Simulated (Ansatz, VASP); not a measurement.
One calculation of SnTe, two programs

File INCAR:

```
SYSTEM = SnTe
  PREC = Accurate
  ENCUT = 520
  EDIFF = 1E-8
  ISMEAR = -1
  SIGMA = 0.08
  LREAL = .FALSE.
  LASPH = .TRUE.
  NELM = 100
  ALGO = Normal
  ISIF = 2
  LWAVE = .FALSE.
  LCHARG = .FALSE.
  LEFG = .TRUE.
  NBANDS = 17
```

Contents of KPOINTS:

```
Automatic mesh
0
G
  11 11 11
  0 0 0
```

POSCAR

```
SnTe
1.0
    0.0000000000      3.1565000000      3.1249350000
    3.1565000000      0.0000000000      3.1249350000
    3.1565000000      3.1565000000      0.0000000000
Sn Te
1 1
Direct
    0.0000000000      0.0000000000      0.0000000000
    0.5000000000      0.5000000000      0.5000000000
```

Input for Ansatz:

```yaml
crystal:
  lattice:
    - [0.0, 3.1565, 3.124935]
    - [3.1565, 0.0, 3.124935]
    - [3.1565, 3.1565, 0.0]
  atoms:
    - { symbol: Sn, position: [0.0, 0.0, 0.0] }
    - { symbol: Te, position: [0.5, 0.5, 0.5] }
kpoints:
  mp_grid: { grid: [11, 11, 11] }
scf:
  occupations: { method: fermi_dirac, width: 0.08 }
hamiltonian:
  xc: lda
  pseudopotentials: { kind: paw }
output:
  forces: true
  stress: true
  eigenvalues: true
  efg: { contact_densities: true }
  write_density: true
  write_potential: true
  elf: true
  volumetric_format: npy
```

Change from the starting cell: zz strain of -1 %, PAW files.

Alike in both runs: task electric field gradients; functional LDA; k mesh 11 × 11 × 11; occupations fermi-dirac, width 0.08 eV; no spin polarisation.

```csv
,VASP,Ansatz
version,VASP 6.6.1,Ansatz 0.2.0
potentials or method,"VASP PAW LDA potentials, release 64 (Sn_d, Te)","PAW with Ansatz's default frozen-core files, scalar-relativistic"
plane-wave cutoff (eV),520,420
valence electrons in the cell,20,30
```

Ansatz gave:

```
pressure (GPa)                                                : -1.3
traceless stress, the component that is largest in VASP (GPa) : 0.87
size of Vzz on the site where it differs most (V/Å²)          : 3.8
```

**Question.** Estimate VASP's values.

**Answer.** Pressure (GPa): -1.2; traceless stress, the component that is largest in VASP (GPa): 0.88; size of Vzz on the site where it differs most (V/Å²): 4.3.

LDA's correlation is that of Perdew and Zunger in VASP and of Perdew and Wang (1992) in Ansatz. VASP's potentials hold 20 valence electrons a cell and Ansatz's 30, so a difference there can come from the potentials and not from the codes.

Neither program's run includes spin-orbit coupling.
